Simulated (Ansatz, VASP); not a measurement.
## Two plane-wave programs on NaCl

The input INCAR:

```
PREC = Accurate
ENCUT = 600
EDIFF = 1E-6
ISMEAR = 0
SIGMA = 0.02
LREAL = F
LASPH = T
NELM = 60
ALGO = Normal
ISIF = 3
LWAVE = F
LCHARG = F
GGA = PE
IBRION = 2
NSW = 100
EDIFFG = -0.01
```

KPOINTS

```
regular mesh
0
Gamma
  6 6 6
```

Contents of POSCAR:

```
NaCl
1.0
    1.9934421799     -3.6391967471      0.0000000000
    1.9934421799      3.6391967471      0.0000000000
    0.0000000000      0.0000000000      3.7461906865
Na Cl
1 1
Direct
    0.5000000000      0.5000000000      0.5000000000
    0.0000000000      0.0000000000      0.0000000000
```

Input for Ansatz:

```yaml
crystal:
  lattice:
    - [1.9934421799, -3.6391967471, 0.0]
    - [1.9934421799, 3.6391967471, 0.0]
    - [0.0, 0.0, 3.7461906865]
  atoms:
    - { symbol: Na, position: [0.5, 0.5, 0.5] }
    - { symbol: Cl, position: [0.0, 0.0, 0.0] }
basis:
  ecutwfc: 420
kpoints:
  mp_grid: { grid: [6, 6, 6] }
hamiltonian:
  xc: pbe
scf:
  occupations: { method: gaussian, width: 0.02 }
output:
  forces: true
  stress: true
  eigenvalues: true
  write_density: true
  write_potential: true
  elf: true
  volumetric_format: npy
relax:
  adjacent_minimum: "off"
  f_tol: 0.01
  max_steps: 80
  cell: { stress_tol: 0.05 }
```

Change from the starting cell: species swapped into the ZnAg type (Cmmm, No. 65).

Alike in both runs: task relaxation of cell and atoms; functional PBE; k mesh 6 × 6 × 6; occupations gaussian, width 0.02 eV; no spin polarisation.

```csv
,VASP,Ansatz
version,VASP 6.6.1,Ansatz 0.2.0
potentials or method,"VASP PAW PBE potentials, release 64 (Na_pv, Cl), cutoff 600 eV","scalar-relativistic, plane waves, PAW"
valence electrons in the cell,14,16
```

```csv
,VASP,Ansatz,Ansatz less VASP
"gap on the k mesh at the Fermi level, each at its own relaxed structure (eV)",4.15,4.15,-0.001
relaxed volume (Å³/atom),27.18,27.18,0.000
relaxed cell length with the largest relative difference (Å),3.746,3.746,0.0000
```

VASP's potentials hold 14 valence electrons a cell and Ansatz's 16, so a difference there can come from the potentials and not from the codes.

Noted on VASP's run: the relaxation stopped at its first step, so nothing moved.
